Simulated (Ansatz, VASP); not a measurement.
**Si in VASP and in Ansatz**

Contents of INCAR:

```
SYSTEM = Si
PREC     = Accurate       ! precision mode
ENCUT    = 520            ! plane-wave cutoff, eV
EDIFF    = 1E-7           ! SCF threshold, eV
ISMEAR   = 0              ! smearing method
SIGMA    = 0.05           ! smearing width, eV
LREAL    = .False.        ! projectors in reciprocal space
LASPH    = .True.         ! aspherical terms in the spheres
NELM     = 60             ! most SCF steps
ALGO     = Normal         ! electronic algorithm
ISIF     = 2              ! what is computed and relaxed
LWAVE    = .False.        ! write WAVECAR
LCHARG   = .False.        ! write CHGCAR
GGA      = PS             ! functional
NBANDS   = 36             ! bands
```

The input KPOINTS:

```
Automatic mesh
0
Gamma
  6 9 3
  0 0 0
```

The input POSCAR:

```
Si
1.0
    5.4328540087      0.0000000000      0.0000000000
    0.0000000000      2.7164270044     -2.7164270044
    0.0000000000      9.1679411397      7.1306208864
Si
12
Direct
    0.5000000000     -0.0937437500      0.2499833333
    0.0000000000      0.3437562500      0.4166500000
    0.5000000000     -0.2187437500      0.5833166667
    0.0000000000      0.2187562500      0.7499833333
    0.5000000000     -0.3437437500      0.9166500000
    0.0000000000      0.4687562500      0.0833166667
    0.7500000000     -0.1562437500      0.4166500000
    0.2500000000      0.2812562500      0.5833166667
    0.7500000000     -0.2812437500      0.7499833333
    0.2500000000      0.1562562500      0.9166500000
    0.7500000000     -0.0312437500      0.0833166667
    0.2500000000      0.4062562500      0.2499833333
```

Input for Ansatz:

```yaml
crystal:
  lattice:
    - [5.4328540087, 0.0, 0.0]
    - [0.0, 2.7164270044, -2.7164270044]
    - [0.0, 9.1679411397, 7.1306208864]
  atoms:
    - { symbol: Si, position: [0.5, -0.09374375, 0.2499833333] }
    - { symbol: Si, position: [0.0, 0.34375625, 0.41665] }
    - { symbol: Si, position: [0.5, -0.21874375, 0.5833166667] }
    - { symbol: Si, position: [0.0, 0.21875625, 0.7499833333] }
    - { symbol: Si, position: [0.5, -0.34374375, 0.91665] }
    - { symbol: Si, position: [0.0, 0.46875625, 0.0833166667] }
    - { symbol: Si, position: [0.75, -0.15624375, 0.41665] }
    - { symbol: Si, position: [0.25, 0.28125625, 0.5833166667] }
    - { symbol: Si, position: [0.75, -0.28124375, 0.7499833333] }
    - { symbol: Si, position: [0.25, 0.15625625, 0.91665] }
    - { symbol: Si, position: [0.75, -0.03124375, 0.0833166667] }
    - { symbol: Si, position: [0.25, 0.40625625, 0.2499833333] }
basis:
  ecutwfc: 420
kpoints:
  mp_grid: { grid: [6, 9, 3] }
hamiltonian:
  xc: pbesol
  pseudopotentials: { kind: paw, azcp: { folder: soft_1 } }
scf:
  occupations: { method: gaussian, width: 0.05 }
output:
  forces: true
  stress: true
  eigenvalues: true
  write_density: true
  write_potential: true
  elf: true
  volumetric_format: npy
```

Alike in both runs: task single point; functional PBEsol; k mesh 6 × 9 × 3; occupations gaussian, width 0.05 eV; no spin polarisation.

|  | VASP | Ansatz |
| --- | --- | --- |
| version | VASP 6.6.1 | Ansatz 0.2.0 |
| potentials or method | VASP PAW PBE potentials, release 64 (Si), cutoff 520 eV | scalar-relativistic, plane waves, PAW |
| valence electrons in the cell | 48 | 48 |

|  | VASP | Ansatz | Ansatz less VASP |
| --- | --- | --- | --- |
| gap on the k mesh at the Fermi level (eV) | none | none | - |
| pressure (GPa) | -1.2 | -1.3 | -0.11 |
| traceless stress, the component that is largest in VASP (GPa) | -4.73 | -4.73 | -0.003 |
| rms of the force components (eV/Å) | 0.381 | 0.379 | -0.0016 |

VASP's potentials were made for PBE, not for PBEsol, and Ansatz warns of the same on its side. Atom by atom the forces differ by 0.003 eV/Å (rms over components). A gap of «none» marks a metal or a gap that the smearing closes.
